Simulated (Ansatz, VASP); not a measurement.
# Two plane-wave programs on C

```
CELL_PARAMETERS angstrom
1.22892 -2.07197 0.00000
1.22892 2.07197 0.00000
0.00000 0.00000 7.17990
ATOMIC_POSITIONS crystal
C 0.08332 0.91668 0.74984
C 0.58332 0.41668 0.25016
C 0.91668 0.08332 0.25016
C 0.41668 0.58332 0.74984
```

Change from the starting cell: volume 9.141 Å^3 an atom, stretch along a over the lengths across it, relative to the relaxed cell 1.0271.

Alike in both runs: task single point; functional PBEsol; k mesh 21 × 21 × 6; occupations gaussian, width 0.15 eV; no spin polarisation.

|  | VASP | Ansatz |
| --- | --- | --- |
| version | VASP 6.6.1 | Ansatz 0.2.0 |
| potentials or method | VASP PAW PBE potentials, release 64 (C), cutoff 520 eV | scalar-relativistic, plane waves, PAW |
| valence electrons in the cell | 16 | 16 |

|  | VASP | Ansatz | Ansatz less VASP |
| --- | --- | --- | --- |
| gap on the k mesh at the Fermi level (eV) | 0.06 | 0.06 | 0.000 |
| least direct gap on the mesh (eV) | 0.07 | 0.07 | 0.000 |
| pressure (GPa) | 12.5 | 11.8 | -0.72 |
| traceless stress, the component that is largest in VASP (GPa) | 18.50 | 18.07 | -0.434 |
| rms of the force components (eV/Å) | 0.268 | 0.264 | -0.0034 |

VASP's potentials were made for PBE, not for PBEsol, and Ansatz warns of the same on its side. Atom by atom the forces differ by 0.003 eV/Å (rms over components). The functional is the same, so the differences come from potentials, cutoffs and numerics.
